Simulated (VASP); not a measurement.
The system is Li2S.

```xyz
3
Lattice="0.0000 2.8826 2.8826 2.8826 0.0000 2.8826 2.8826 2.8826 0.0000" Properties=species:S:1:pos:R:3 pbc="T T T"
Li    1.4413    1.4413    1.4413
Li    4.3238    4.3238    4.3238
S     0.0000    0.0000    0.0000
```

```yaml
Program: VASP 6.6.1
Task: relaxation of cell and atoms
Functional: r2SCAN
Potentials_or_basis: VASP PAW PBE potentials, release 64 (Li_sv, S)
Cutoff: 830 eV
k_mesh: 5 × 5 × 5
Occupations: tetrahedron
Spin: no spin polarisation
```

At the start: pressure -1.7 GPa; volume 15.97 Å³/atom.

Problem. Where does the relaxation end?

Solution. Over 3 steps the energy falls by 3.8 meV/atom and the volume is 15.30 Å³/atom (-4.2 %); space group Fm-3m (No. 225, to 0.1 Å) before and after.

The path:
| step | energy change (eV) | largest force (eV/Å) | pressure (GPa) | volume (Å³) |
| --- | --- | --- | --- | --- |
| 1 | 0.0000 | 0.0000 | -1.74 | 47.90 |
| 2 | -0.0095 | 0.0000 | -0.79 | 46.71 |
| 3 | -0.0115 | 0.0000 | -0.05 | 45.90 |

Final structure:
```
CELL_PARAMETERS angstrom
0.00000 2.84189 2.84189
2.84189 0.00000 2.84189
2.84189 2.84189 0.00000
ATOMIC_POSITIONS crystal
Li 0.25000 0.25000 0.25000
Li 0.75000 0.75000 0.75000
S 0.00000 0.00000 0.00000
```

Caveat: the PAW data sets were made with another functional, which shifts forces and pressure a little.
